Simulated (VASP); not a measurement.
# AlO5 (P-6m2) in VASP: relaxation of cell and atoms with PBE

Aim: the relaxation of cell and atoms of AlO5 with PBE.

Everything below comes from runs of VASP 6.6.1. Logs are shortened: lines on timing, memory, paths and dates and some standing lists are left out, and cuts for length are marked.

## 1. The cell of the first run

The structure is hexagonal, space group P-6m2 (No. 187). Conventional cell: a = 3.692 Å, b = 3.692 Å, c = 5.123 Å, α = 90.00°, β = 90.00°, γ = 120.00°. Al (site symmetry -6m2) has 2 O at 1.46 Å within 2.0 Å. O (site symmetry 3m) has 5 O at 1.61 to 2.15 Å within 2.2 Å. Within 2.0 Å of O (site symmetry 3m) lie 1 Al at 1.46 Å. O (site symmetry -6m2) has 2 O at 1.76 Å and 3 Al at 2.13 Å within 2.3 Å.

The cell was built from a structure type or drawn by symmetry, and may not be a known phase.

## 2. Relaxation of cell and atoms, PBE

Contents of INCAR:

```
ALGO = Normal
EDIFF = 1E-7
EDIFFG = -0.08
ENCUT = 600
GGA = PE
GGA_COMPAT = False
IBRION = 2
ISIF = 3
ISMEAR = 0
LASPH = True
LCHARG = False
LREAL = False
LWAVE = False
NELM = 120
NELMIN = 4
NSW = 36
PREC = Accurate
SIGMA = 0.2
```

Contents of KPOINTS:

```
k-points
0
Gamma
  5 5 3
```

Contents of POSCAR:

```
AlO5
1.0
    3.6924401100      0.0000000000      0.0000000000
   -1.8462200600      3.1977469400      0.0000000000
    0.0000000000      0.0000000000      5.1234148300
Al O
1 5
Direct
    0.0000000000      0.0000000000      0.5000000000
    0.6666666700      0.3333333300      0.8428392100
    0.6666666700      0.3333333300      0.1571607900
    0.0000000000      0.0000000000      0.2144701900
    0.0000000000      0.0000000000      0.7855298100
    0.6666666700      0.3333333300      0.5000000000
```

Potentials or basis: VASP PAW PBE potentials, release 64 (Al, O).

Started as:

```bash
$ cat potpaw_PBE.64/Al/POTCAR potpaw_PBE.64/O/POTCAR > POTCAR
$ mpirun -np 1 vasp_std > vasp.out
```

OUTCAR:

```text
EDIFF = 1E-7
   EDIFFG = -0.08
   ENCUT = 600
   GGA = PE
   IBRION = 2
   ISIF = 3
   ISMEAR = 0
   LASPH = True
   LREAL = False
   NELM = 120
   NELMIN = 4
   NSW = 36
   PREC = Accurate

 ion  position               nearest neighbor table
   1  0.000  0.000  0.500-   4 1.46   5 1.46   6 2.13   6 2.13   6 2.13
   2  0.667  0.333  0.843-   3 1.61   6 1.76
   3  0.667  0.333  0.157-   2 1.61   6 1.76
   4  0.000  0.000  0.214-   1 1.46
   5  0.000  0.000  0.786-   1 1.46
   6  0.667  0.333  0.500-   2 1.76   3 1.76   1 2.13   1 2.13   1 2.13

  LATTYP: Found a hexagonal cell.
 ALAT       =     3.6924401100
 C/A-ratio  =     1.3875417549

  Lattice vectors:

 A1 = (   3.6924401100,   0.0000000000,   0.0000000000)
 A2 = (  -1.8462200600,   3.1977469400,   0.0000000000)
 A3 = (   0.0000000000,   0.0000000000,   5.1234148300)

Analysis of symmetry for initial positions (statically):
=====================================================================
 Subroutine PRICEL returns:
 Original cell was already a primitive cell.

 Routine SETGRP: Setting up the symmetry group for a
 hexagonal supercell.

 Subroutine GETGRP returns: Found 12 space group operations
 (whereof 12 operations were pure point group operations)
 out of a pool of 24 trial point group operations.

The static configuration has the point symmetry D_3h.

Analysis of symmetry for dynamics (positions and initial velocities):
=====================================================================
 Subroutine PRICEL returns:
 Original cell was already a primitive cell.

 Routine SETGRP: Setting up the symmetry group for a
 hexagonal supercell.

 Subroutine GETGRP returns: Found 12 space group operations
 (whereof 12 operations were pure point group operations)
 out of a pool of 24 trial point group operations.

The dynamic configuration has the point symmetry D_3h.

 Subroutine INISYM returns: Found 12 space group operations
 (whereof 12 operations are pure point group operations),
 and found     1 'primitive' translations

----------------------------------------------------------------------------------------

                                     Primitive cell

  volume of cell :      60.4947

  direct lattice vectors                    reciprocal lattice vectors
     3.692440110  0.000000000  0.000000000     0.270823621  0.156360091  0.000000000
    -1.846220060  3.197746940  0.000000000     0.000000000  0.312720180  0.000000000
     0.000000000  0.000000000  5.123414830     0.000000000  0.000000000  0.195182321

  length of vectors
     3.692440110  3.692440115  5.123414830     0.312720181  0.312720180  0.195182321

  position of ions in fractional coordinates (direct lattice)
     0.000000000  0.000000000  0.500000000
     0.666666670  0.333333330  0.842839210
     0.666666670  0.333333330  0.157160790
     0.000000000  0.000000000  0.214470190
     0.000000000  0.000000000  0.785529810
     0.666666670  0.333333330  0.500000000

  ion indices of the primitive-cell ions
   primitive index   ion index
                 1           1
                 2           2
                 3           3
                 4           4
                 5           5
                 6           6

----------------------------------------------------------------------------------------

 KPOINTS: k-points

Automatic generation of k-mesh.
 Grid dimensions read from file:
 generate k-points for:    5    5    3

 Generating k-lattice:

  Cartesian coordinates                     Fractional coordinates (reciprocal lattice)
     0.054164724  0.031272018  0.000000000     0.200000000  0.000000000  0.000000000
     0.000000000  0.062544036  0.000000000     0.000000000  0.200000000  0.000000000
     0.000000000  0.000000000  0.065060774     0.000000000  0.000000000  0.333333333

  Length of vectors
     0.062544036  0.062544036  0.065060774

  Shift w.r.t. Gamma in fractional coordinates (k-lattice)
     0.000000000  0.000000000  0.000000000

 Subroutine IBZKPT returns following result:
 ===========================================

 Found     10 irreducible k-points:

 Following reciprocal coordinates:
            Coordinates               Weight
  0.000000  0.000000  0.000000      1.000000
  0.200000 -0.000000  0.000000      6.000000
  0.400000  0.000000  0.000000      6.000000
  0.200000  0.200000  0.000000      6.000000
  0.400000  0.200000  0.000000      6.000000
  0.000000  0.000000  0.333333      2.000000
  0.200000 -0.000000  0.333333     12.000000
  0.400000  0.000000  0.333333     12.000000
  0.200000  0.200000  0.333333     12.000000
  0.400000  0.200000  0.333333     12.000000
   k-points           NKPTS =     10   k-points in BZ     NKDIM =     10   number of bands    NBANDS=     20
   number of dos      NEDOS =    301   number of ions     NIONS =      6
   total plane-waves  NPLWV =  37800
   dimension x,y,z NGX =    30 NGY =   30 NGZ =   42
   dimension x,y,z NGXF=    60 NGYF=   60 NGZF=   84
   ions per type =               1   5
   NGX,Y,Z   is equivalent  to a cutoff of  13.51, 13.51, 13.63 a.u.
   NGXF,Y,Z  is equivalent  to a cutoff of  27.01, 27.01, 27.26 a.u.
 SYSTEM =  unknown system
   PREC   = accura    normal or accurate (medium, high low for compatibility)
   ISTART =      0    job   : 0-new  1-cont  2-samecut
   ICHARG =      2    charge: 1-file 2-atom 10-const
   ISPIN  =      1    spin polarized calculation?
   LNONCOLLINEAR =      F non collinear calculations
   LSORBIT =      F    spin-orbit coupling
   LASPH  =      T    aspherical Exc in radial PAW
   ENCUT  =  600.0 eV  44.10 Ry    6.64 a.u.   7.37  7.37 10.23*2*pi/ulx,y,z
   NELM   =    120;   NELMIN=  4; NELMDL= -5     # of ELM steps
   EDIFF  = 0.1E-06   stopping-criterion for ELM
   LREAL  =      F    real-space projection
   EDIFFG = -.8E-01   stopping-criterion for IOM
   NSW    =     36    number of steps for IOM
   IBRION =      2    ionic relax: 0-MD 1-quasi-New 2-CG
   NFREE  =      1    steps in history (QN), initial steepest desc. (CG)
   ISIF   =      3    stress and relaxation
   ISYM   =      2    0-nonsym 1-usesym 2-fastsym
   POTIM  = 0.5000    time-step for ionic-motion
   TEBEG  =    0.0;   TEEND  =   0.0 temperature during run
   PSTRESS=    0.0 pullay stress
   NELECT =      33.0000    total number of electrons
   NUPDOWN=      -1.0000    fix difference up-down
   EMIN   =  10.00;   EMAX   =-10.00  energy-range for DOS
   EFERMI =   0.00;   METHOD = LEGACY
   ISMEAR =     0;   SIGMA  =   0.20  broadening in eV -4-tet -1-fermi 0-gaus
   EFERMI_NEDOS =   21; number of points for ismear=-14 and -15
   IALGO  =     38    algorithm
   IMIX   =      4    mixing-type and parameters
     AMIX     =   0.40;   BMIX     =  1.00
     AMIX_MAG =   1.60;   BMIX_MAG =  1.00
  volume/ion in A,a.u.               =      10.08        68.04
  Fermi-wavevector in a.u.,A,eV,Ry     =   1.337644  2.527780 24.344778  1.789291
  Thomas-Fermi vector in A             =   2.466176
   LORBIT       =      0    0 simple, 1 ext, 2 COOP (PROOUT), +10 PAW based schemes
   GGA     = PE    functional components
   LHFCALC =     F    Hartree Fock is set to
   AEXX    =    0.0000 exact exchange contribution
   IVDW    =     0    specifies the selected vdW correction
   LEPSILON=     F    determine dielectric tensor
   LRPA    =     F    only Hartree local field effects (RPA)
 conjugate gradient relaxation of ions
 non-spin polarized calculation
 Gauss-broadening in eV      SIGMA  =   0.20
  energy-cutoff  :      600.00
  volume of cell :       60.49
 maximum number of plane-waves:      2067
 NGX is ok and might be reduce to    30
   NGX = 15   NGY = 15   NGZ = 21

--------------------------------------- Ionic step        1  -------------------------------------------

 number of electron      32.9999991 magnetization

 Free energy of the ion-electron system (eV)
  ---------------------------------------------------
  ext. energy  EPLUGINS =         0.00000000
  ---------------------------------------------------
  free energy    TOTEN  =       -22.96824065 eV

  energy without entropy =      -22.82052910  energy(sigma->0) =      -22.89438487

 E-fermi :   2.2874     XC(G=0): -10.2114

 val. band max:        2.2828405596   @ k =   0.2000   0.2000   0.3333
 cond. band min:       2.3266511155   @ k =   0.2000   0.2000   0.0000
 fundamental gap:      0.0438105559
 Fermi energy:         2.2874369701

 k-point     1 :       0.0000    0.0000    0.0000
  band No.  band energies     occupation
      1     -19.4395      2.00000
      2     -15.9616      2.00000
      3     -15.5416      2.00000
      4     -14.9361      2.00000
      5     -12.8889      2.00000
      6      -3.2962      2.00000
[... 12 lines left out ...]
     19       2.4537      0.23961
[... 319 lines left out ...]
  FREE ENERGIE OF THE ION-ELECTRON SYSTEM (eV)
  ---------------------------------------------------
  free  energy   TOTEN  =       -28.1722149973 eV

  energy  without entropy=      -28.1237218469  energy(sigma->0) =      -28.14796842

[... ionic steps 4 to 33 ...]

--------------------------------------- Ionic step       34  -------------------------------------------

 number of electron      32.9999996 magnetization

------------------------ aborting loop because EDIFF is reached ----------------------------------------

  FORCE on cell =-STRESS in cart. coord.  units (eV):
  Direction    XX          YY          ZZ          XY          YZ          ZX
  --------------------------------------------------------------------------------------
  -------------------------------------------------------------------------------------
  Total       -0.0241566     -0.0241566      0.1333767      0.0000000      0.0000000      0.0000000
  in kB       -0.5294309     -0.5294309      2.9231708      0.0000000      0.0000000      0.0000000
  external PRESSURE =       0.6214364 kB  Pullay stress =       0.0000000 kB
[... 65 lines left out ...]
  energy  without entropy=      -30.2308571757  energy(sigma->0) =      -30.25100622

--------------------------------------- Ionic step       36  -------------------------------------------

 number of electron      32.9999994 magnetization

 Free energy of the ion-electron system (eV)
  ---------------------------------------------------
  ext. energy  EPLUGINS =         0.00000000
  ---------------------------------------------------
  free energy    TOTEN  =       -30.27132247 eV

  energy without entropy =      -30.23113993  energy(sigma->0) =      -30.25123120

 E-fermi :   3.5822     XC(G=0):  -9.3933

 val. band max:        3.4920288858   @ k =   0.4000   0.2000   0.0000
 cond. band min:       3.6978117380   @ k =   0.2000   0.2000   0.3333
 fundamental gap:      0.2057828522
 Fermi energy:         3.5821686141

 k-point     1 :       0.0000    0.0000    0.0000
  band No.  band energies     occupation
      1     -24.6001      2.00000
      2     -21.7872      2.00000
      3     -15.8562      2.00000
      4     -13.3568      2.00000
      5      -9.7409      2.00000
      6      -6.0796      2.00000
[... 12 lines left out ...]
     19       4.2291      0.00000
[... 239 lines left out ...]
  FREE ENERGIE OF THE ION-ELECTRON SYSTEM (eV)
  ---------------------------------------------------
  free  energy   TOTEN  =       -30.2713224659 eV

  energy  without entropy=      -30.2311399311  energy(sigma->0) =      -30.25123120

 reached required accuracy - stopping structural energy minimisation
```

Run time: 7.7 min. Hardware: 1 thread of Intel Xeon Platinum 8488C (Sapphire Rapids), shared host; peak memory 0.18 GiB.

What came out:

```
Free energy                           : -30.2713 eV
Relaxed volume                        : 12.18 Å³/atom
Relaxed cell                          : a = 3.611 Å, b = 3.611 Å, c = 6.474 Å, α = 90.00°, β = 90.00°, γ = 120.00°
Space group after relaxing (to 0.1 Å) : P-6m2 (No. 187)
Pressure after relaxing               : -0.1 GPa
Largest force after relaxing          : 0.011 eV/Å
Band gap on the k mesh                : zero (an odd number of electrons rules out a gap without spin polarisation)
```

Forces on the atoms (eV/Å):
```
Al   0.000  0.000  0.000
O    0.000  0.000  0.007
O    0.000  0.000 -0.007
O    0.000  0.000  0.011
O    0.000  0.000 -0.011
O    0.000  0.000  0.000
```

Final structure:
```xyz
6
Lattice="3.6106 0.0000 0.0000 -1.8053 3.1269 0.0000 0.0000 0.0000 6.4744" Properties=species:S:1:pos:R:3 pbc="T T T"
Al    0.0000    0.0000    3.2372
O     1.8053    1.0423    5.8586
O     1.8053    1.0423    0.6158
O     0.0000    0.0000    0.6293
O     0.0000    0.0000    5.8450
O     1.8053    1.0423    3.2372
```

Levels at points of the mesh, in eV from the Fermi level:
```
           k point  band 15  band 16  band 17  band 18  band 19  band 20
(0.00, 0.00, 0.00)    -2.63    -2.63    -1.96     0.65     0.65     2.85
```

Caveat: the k points lie up to 0.40 Å⁻¹ apart in the final cell, too coarse for converged energies and pressures of a metal; the volume moved by over 15 % at a fixed basis, so the end points are rough; an odd number of electrons without spin polarisation forces a metal; a magnetic or distorted state may lie lower.
